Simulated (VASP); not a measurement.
Wanted: the native input for a VASP 6.6.1 run.

```
Task                   : single point
Functional             : PBEsol
Potentials or basis    : VASP PAW PBE potentials, release 64 (Ir)
Cutoff                 : 520 eV
k mesh                 : 22 × 22 × 22
Occupations            : gaussian, width 0.15 eV
Spin                   : no spin polarisation
Dipole correction      : no
Further INCAR settings : ALGO = Fast; EDIFF = 1e-06; NBANDS = 10
```

The structure of Ir lies in POSCAR:

```
Ir
1.0
    0.0000000000      1.9964880000      1.9964880000
    1.9964880000      0.0000000000      1.9964880000
    1.9964880000      1.9964880000      0.0000000000
Ir
1
Direct
    0.0000000000      0.0000000000      0.0000000000
```

This cell differs from its parent crystal: strain +0.040 along x and y, +0.040 along z.

One way to write it, as run:

INCAR

```
ALGO = Fast
EDIFF = 1E-6
ENCUT = 520
GGA = PS
ISIF = 2
ISMEAR = 0
LASPH = T
LCHARG = T
LELF = T
LREAL = F
LVHAR = T
LWAVE = F
NBANDS = 10
NELM = 80
PREC = Accurate
SIGMA = 0.15
```

KPOINTS

```
k-points
0
Gamma
  22 22 22
```

Potentials or basis: VASP PAW PBE potentials, release 64 (Ir).

Command:

```bash
$ cat potpaw_PBE.64/Ir/POTCAR > POTCAR
$ mpirun -np 1 vasp_std > vasp.out
```

It gave:

```json
{"Pressure": "-34.7 GPa"}
```

Caveat: the cell differs from its parent crystal (strain +0.040 along x and y, +0.040 along z); the PAW data sets were made with another functional, which shifts forces and pressure a little.

Wall time 42 s on 1 thread of Intel(R) Xeon(R) Platinum 8259CL CPU @ 2.50GHz (Skylake/Cascade Lake), on a shared host, peak memory 0.19 GiB.
